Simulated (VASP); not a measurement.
# Cs2AgBiBr6 (Fm-3m) in VASP: a series of runs

The runs below take Cs2AgBiBr6 through single point, with PBE.

All numbers are computed with VASP 6.6.1; they aren't measurements. Logs are shortened: lines on timing, memory, paths and dates and some standing lists are left out, and cuts for length are marked.

**1. The cell of the first run**

It takes space group Fm-3m (No. 225, cubic). Conventional cell: a = 11.346 Å, b = 11.346 Å, c = 11.346 Å, α = 90.00°, β = 90.00°, γ = 90.00°. Within 3.7 Å of Bi (site symmetry m-3m) lie 6 Br at 2.84 Å. Ag (site symmetry m-3m) has 6 Br at 2.83 Å within 3.7 Å. Cs (site symmetry -43m) has 12 Br at 4.01 Å and 4 Bi at 4.91 Å and 4 Ag at 4.91 Å within 5.3 Å. Br (site symmetry 4mm) has 1 Ag at 2.83 Å and 1 Bi at 2.84 Å within 3.7 Å.

**2. Single point, PBE**

The input, INCAR:

```
SYSTEM = Cs2AgBiBr6
ALGO = Normal
EDIFF = 1E-6
ENCUT = 520
GGA = PE
ISIF = 2
ISMEAR = -1
LASPH = .True.
LCHARG = .True.
LELF = .True.
LREAL = .False.
LVHAR = .True.
LWAVE = .False.
NBANDS = 54
NELM = 60
PREC = Accurate
SIGMA = 0.0232
```

The input, KPOINTS:

```
k-points
0
Gamma
  3 3 3
  0 0 0
```

The input, POSCAR:

```
Cs2AgBiBr6
1.0
    0.0000000000      5.6729160000      5.6729160000
    5.6729160000      0.0000000000      5.6729160000
    5.6729160000      5.6729160000      0.0000000000
Bi Ag Cs Br
1 1 2 6
Direct
    0.0000000000      0.0000000000      0.0000000000
    0.5000000000      0.5000000000      0.5000000000
    0.2500000000      0.2500000000      0.2500000000
    0.7500000000      0.7500000000      0.7500000000
    0.2505500000      0.7494500000      0.2505500000
    0.2505500000      0.7494500000      0.7494500000
    0.7494500000      0.2505500000      0.7494500000
    0.7494500000      0.2505500000      0.2505500000
    0.2505500000      0.2505500000      0.7494500000
    0.7494500000      0.7494500000      0.2505500000
```

Potentials or basis: VASP PAW PBE potentials, release 64 (Bi_d, Ag, Cs_sv, Br).

On the command line:

```console
cat potpaw_PBE.64/Bi_d/POTCAR potpaw_PBE.64/Ag/POTCAR potpaw_PBE.64/Cs_sv/POTCAR potpaw_PBE.64/Br/POTCAR > POTCAR
mpirun -np 1 vasp_std > vasp.out
```

OUTCAR:

```text
SYSTEM = Cs2AgBiBr6
   EDIFF = 1E-6
   ENCUT = 520
   GGA = PE
   ISIF = 2
   ISMEAR = -1
   LASPH = .True.
   LREAL = .False.
   NELM = 60
   PREC = Accurate

 ion  position               nearest neighbor table
   1  0.000  0.000  0.000-   5 2.84   6 2.84   7 2.84   8 2.84   9 2.84  10 2.84
   2  0.500  0.500  0.500-   5 2.83   6 2.83   7 2.83   8 2.83   9 2.83  10 2.83
   3  0.250  0.250  0.250-
   4  0.750  0.750  0.750-
   5  0.251  0.749  0.251-   2 2.83   1 2.84
   6  0.251  0.749  0.749-   2 2.83   1 2.84
   7  0.749  0.251  0.749-   2 2.83   1 2.84
   8  0.749  0.251  0.251-   2 2.83   1 2.84
   9  0.251  0.251  0.749-   2 2.83   1 2.84
  10  0.749  0.749  0.251-   2 2.83   1 2.84

  LATTYP: Found a face centered cubic cell.
 ALAT       =    11.3458320000

  Lattice vectors:

 A1 = (   0.0000000000,   5.6729160000,   5.6729160000)
 A2 = (   5.6729160000,   0.0000000000,   5.6729160000)
 A3 = (   5.6729160000,   5.6729160000,   0.0000000000)

Analysis of symmetry for initial positions (statically):
=====================================================================
 Subroutine PRICEL returns:
 Original cell was already a primitive cell.

 Routine SETGRP: Setting up the symmetry group for a
 face centered cubic supercell.

 Subroutine GETGRP returns: Found 48 space group operations
 (whereof 48 operations were pure point group operations)
 out of a pool of 48 trial point group operations.

The static configuration has the point symmetry O_h .

Analysis of symmetry for dynamics (positions and initial velocities):
=====================================================================
 Subroutine PRICEL returns:
 Original cell was already a primitive cell.

 Routine SETGRP: Setting up the symmetry group for a
 face centered cubic supercell.

 Subroutine GETGRP returns: Found 48 space group operations
 (whereof 48 operations were pure point group operations)
 out of a pool of 48 trial point group operations.

The dynamic configuration has the point symmetry O_h .

 Subroutine INISYM returns: Found 48 space group operations
 (whereof 48 operations are pure point group operations),
 and found     1 'primitive' translations

[... 91 lines left out ...]
   EDIFFG = 0.1E-04   stopping-criterion for IOM
   NSW    =      0    number of steps for IOM
   IBRION =     -1    ionic relax: 0-MD 1-quasi-New 2-CG
   NFREE  =      0    steps in history (QN), initial steepest desc. (CG)
   ISIF   =      2    stress and relaxation
   ISYM   =      2    0-nonsym 1-usesym 2-fastsym
   POTIM  = 0.5000    time-step for ionic-motion
   TEBEG  =    0.0;   TEEND  =   0.0 temperature during run
   PSTRESS=    0.0 pullay stress
   NELECT =      86.0000    total number of electrons
   NUPDOWN=      -1.0000    fix difference up-down
   EMIN   =  10.00;   EMAX   =-10.00  energy-range for DOS
   EFERMI =   0.00;   METHOD = LEGACY
   ISMEAR =    -1;   SIGMA  =   0.02  broadening in eV -4-tet -1-fermi 0-gaus
   EFERMI_NEDOS =   21; number of points for ismear=-14 and -15
   IALGO  =     38    algorithm
   IMIX   =      4    mixing-type and parameters
     AMIX     =   0.40;   BMIX     =  1.00
     AMIX_MAG =   1.60;   BMIX_MAG =  1.00
  volume/ion in A,a.u.               =      36.51       246.40
  Fermi-wavevector in a.u.,A,eV,Ry     =   1.011016  1.910543 13.907236  1.022153
  Thomas-Fermi vector in A             =   2.144040
   LORBIT       =      0    0 simple, 1 ext, 2 COOP (PROOUT), +10 PAW based schemes
   GGA     = PE    functional components
   LHFCALC =     F    Hartree Fock is set to
   AEXX    =    0.0000 exact exchange contribution
   IVDW    =     0    specifies the selected vdW correction
   LEPSILON=     F    determine dielectric tensor
   LRPA    =     F    only Hartree local field effects (RPA)
 non-spin polarized calculation
  energy-cutoff  :      520.00
  volume of cell :      365.13
 maximum number of plane-waves:      9873
   NGX = 29   NGY = 29   NGZ = 29

 number of electron      86.0000006 magnetization

 Free energy of the ion-electron system (eV)
  ---------------------------------------------------
  ext. energy  EPLUGINS =         0.00000000
  ---------------------------------------------------
  free energy    TOTEN  =       -29.57053910 eV

  energy without entropy =      -29.57053910  energy(sigma->0) =      -29.57053910

 E-fermi :   1.4065     XC(G=0):  -8.0323

 val. band max:        0.7703396582   @ k =  -0.3333   0.3333   0.0000
 cond. band min:       2.6873248079   @ k =   0.3333   0.0000   0.0000
 fundamental gap:      1.9169851497
 Fermi energy:         1.4065220345

 k-point     1 :       0.0000    0.0000    0.0000
  band No.  band energies     occupation
      1     -21.9295      2.00000
      2     -21.9295      2.00000
      3     -21.8963      2.00000
      4     -21.8962      2.00000
      5     -21.8962      2.00000
      6     -19.5965      2.00000
[... 217 lines left out ...]
     53       7.2878      0.00000
     54       7.6201      0.00000

------------------------ aborting loop because EDIFF is reached ----------------------------------------

  FORCE on cell =-STRESS in cart. coord.  units (eV):
  Direction    XX          YY          ZZ          XY          YZ          ZX
  --------------------------------------------------------------------------------------
  -------------------------------------------------------------------------------------
  Total        2.1800377      2.1800377      2.1800377      0.0000000     -0.0000000     -0.0000000
  in kB        9.5658933      9.5658933      9.5658933      0.0000000     -0.0000000     -0.0000000
  external PRESSURE =       9.5658933 kB  Pullay stress =       0.0000000 kB

 VOLUME and BASIS-vectors are now :
 -----------------------------------------------------------------------------
  energy-cutoff  :      520.00
  volume of cell :      365.13
      direct lattice vectors                 reciprocal lattice vectors
     0.000000000  5.672916000  5.672916000    -0.088138093  0.088138093  0.088138093
     5.672916000  0.000000000  5.672916000     0.088138093 -0.088138093  0.088138093
     5.672916000  5.672916000  0.000000000     0.088138093  0.088138093 -0.088138093

 POSITION                                       TOTAL-FORCE (eV/Angst)
 -----------------------------------------------------------------------------------
      0.00000      0.00000      0.00000        -0.000000      0.000000      0.000000
      5.67292      5.67292      5.67292        -0.000000      0.000000      0.000000
      2.83646      2.83646      2.83646        -0.000000     -0.000000      0.000000
      8.50937      8.50937      8.50937        -0.000000     -0.000000     -0.000000
      5.67292      2.84270      5.67292        -0.000000      0.184910      0.000000
      8.50313      5.67292      5.67292        -0.184910      0.000000      0.000000
      5.67292      8.50313      5.67292        -0.000000     -0.184910      0.000000
      2.84270      5.67292      5.67292         0.184910      0.000000      0.000000
      5.67292      5.67292      2.84270        -0.000000      0.000000      0.184910
      5.67292      5.67292      8.50313        -0.000000      0.000000     -0.184910
 -----------------------------------------------------------------------------------
    total drift:                                0.000000      0.000000     -0.000000

  FREE ENERGIE OF THE ION-ELECTRON SYSTEM (eV)
  ---------------------------------------------------
  free  energy   TOTEN  =       -29.5705391037 eV

  energy  without entropy=      -29.5705391037  energy(sigma->0) =      -29.57053910
```

OSZICAR:

```text
N       E                     dE             d eps       ncg     rms          rms(c)
DAV:   1     0.696248493994E+03    0.69625E+03   -0.36921E+04   440   0.139E+03
DAV:   2     0.449717401783E+02   -0.65128E+03   -0.63506E+03   528   0.293E+02
DAV:   3    -0.286534919901E+02   -0.73625E+02   -0.73197E+02   520   0.115E+02
DAV:   4    -0.308481265077E+02   -0.21946E+01   -0.21882E+01   496   0.244E+01
DAV:   5    -0.309203948805E+02   -0.72268E-01   -0.72230E-01   600   0.398E+00    0.767E+00
DAV:   6    -0.296343635625E+02    0.12860E+01   -0.22250E+00   560   0.887E+00    0.511E+00
DAV:   7    -0.295607851664E+02    0.73578E-01   -0.11728E+00   512   0.404E+00    0.231E+00
DAV:   8    -0.295672816677E+02   -0.64965E-02   -0.10065E-01   504   0.160E+00    0.606E-01
DAV:   9    -0.295694254233E+02   -0.21438E-02   -0.94399E-03   536   0.568E-01    0.127E-01
DAV:  10    -0.295702216797E+02   -0.79626E-03   -0.16772E-03   504   0.160E-01    0.898E-02
DAV:  11    -0.295705070514E+02   -0.28537E-03   -0.30934E-04   512   0.788E-02    0.163E-02
DAV:  12    -0.295705342720E+02   -0.27221E-04   -0.35082E-05   496   0.284E-02    0.111E-02
DAV:  13    -0.295705399524E+02   -0.56804E-05   -0.23682E-05   504   0.172E-02    0.648E-03
DAV:  14    -0.295705391037E+02    0.84870E-06   -0.30452E-06   472   0.600E-03
   1 F= -.29570539E+02 E0= -.29570539E+02  d E =-.722648E-12
```

Run time: 2.6 min. Hardware: 1 thread of AMD EPYC 7R13 (Zen 3), shared host; peak memory 0.5 GiB.

What came out:

| Quantity | Value |
| --- | --- |
| Free energy | -29.5705 eV |
| Pressure | 1.0 GPa |
| Largest force | 0.185 eV/Å |
| Band gap on the k mesh | 1.92 eV, indirect (least direct gap 2.52 eV) |

Forces on the atoms (eV/Å):
```
Bi   0.000  0.000  0.000
Ag   0.000  0.000  0.000
Cs   0.000  0.000  0.000
Cs   0.000  0.000  0.000
Br   0.000  0.185  0.000
Br  -0.185  0.000  0.000
Br   0.000 -0.185  0.000
Br   0.185  0.000  0.000
Br   0.000  0.000  0.185
Br   0.000  0.000 -0.185
```

Caveat: spin-orbit coupling is left out, which moves the levels of the heavy elements. A k mesh can miss the band edges.

**3. Single point, PBE**

The input, INCAR:

```
  PREC = Accurate
  ENCUT = 520
  EDIFF = 1E-7
  ISMEAR = -1
  SIGMA = 0.0232
  LREAL = False
  LASPH = True
  NELM = 100
  ALGO = Normal
  ISIF = 2
  LWAVE = False
  LCHARG = False
  GGA = PE
  NBANDS = 54
  NELECT = 85.0
```

The input, KPOINTS:

```
Automatic mesh
0
Gamma
  3 3 3
```

POSCAR is that of step 2.

Potentials or basis: VASP PAW PBE potentials, release 64 (Bi_d, Ag, Cs_sv, Br).

On the command line:

```console
cat potpaw_PBE.64/Bi_d/POTCAR potpaw_PBE.64/Ag/POTCAR potpaw_PBE.64/Cs_sv/POTCAR potpaw_PBE.64/Br/POTCAR > POTCAR
mpirun -np 1 vasp_std > vasp.out
```

Run time: 2.5 min. Hardware: 1 thread of AMD EPYC 7R13 (Zen 3), shared host; peak memory 0.52 GiB.

The run converged. Its results:

* Free energy: -30.1015 eV
* Largest force: 0.062 eV/Å

Forces in eV/Å, atoms in the order of the input:
```
Bi   0.000  0.000  0.000
Ag   0.000  0.000  0.000
Cs   0.000  0.000  0.000
Cs   0.000  0.000  0.000
Br   0.000  0.062  0.000
Br  -0.062  0.000  0.000
Br   0.000 -0.062  0.000
Br   0.062  0.000  0.000
Br   0.000  0.000  0.062
Br   0.000  0.000 -0.062
```

Levels at points of the mesh, in eV from the Fermi level:
```
           k point  band 41  band 42  band 43  band 44  band 45  band 46
(0.00, 0.00, 0.00)    -0.32    -0.22    -0.22     3.00     3.00     3.00
```

Caveat: the cell carries a net charge on a neutralising background, which shifts energy and pressure; the cell is charged against a uniform background, so pressure and absolute levels hang on convention; spin-orbit coupling is left out, which moves the levels of the heavy elements; an odd number of electrons without spin polarisation forces a metal; a magnetic or distorted state may lie lower.
